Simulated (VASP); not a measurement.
Here is a VASP 6.6.1 calculation.

INCAR

```
ALGO     = Normal         # electronic algorithm
EDIFF    = 1E-6           # SCF threshold, eV
ENCUT    = 520            # plane-wave cutoff, eV
GGA      = PS             # functional
ISIF     = 2              # what is computed and relaxed
ISMEAR   = -1             # smearing method
LASPH    = True           # aspherical terms in the spheres
LCHARG   = False          # write CHGCAR
LREAL    = False          # projectors in reciprocal space
LWAVE    = False          # write WAVECAR
NBANDS   = 15             # bands
NELM     = 100            # most SCF steps
PREC     = Accurate       # precision mode
SIGMA    = 0.1            # smearing width, eV
```

The input KPOINTS:

```
k-points
0
Gamma
  11 11 10
```

POSCAR

```
TaN
1.0
    2.9766623284      0.0000000000      0.0000000000
   -1.4883311642      2.5778651986      0.0000000000
    0.0000000000      0.0000000000      2.9209385612
Ta N
1 1
Direct
    0.3333333333      0.6666666667      0.5000000000
    0.0000000000      0.0000000000      0.0000000000
```

Potentials or basis: VASP PAW PBE potentials, release 64 (Ta_pv, N).

Launch:

```bash
$ cat potpaw_PBE.64/Ta_pv/POTCAR potpaw_PBE.64/N/POTCAR > POTCAR
$ mpirun -np 1 vasp_std > vasp.out
```

Task: Predict the pressure.

Result: -16.6 GPa.

Task: What does it give for the band gap on the k mesh?

Result: Zero (band 8 reaches 8.07 eV, above the bottom of band 9 at 7.59 eV).

Stress tensor (GPa, compression positive):
```
-15.99   0.00   0.00
  0.00 -15.99   0.00
  0.00   0.00 -17.68
```

Caveat: the PAW data sets were made with another functional, which shifts forces and pressure a little; spin-orbit coupling is left out, which moves the levels of the heavy elements.
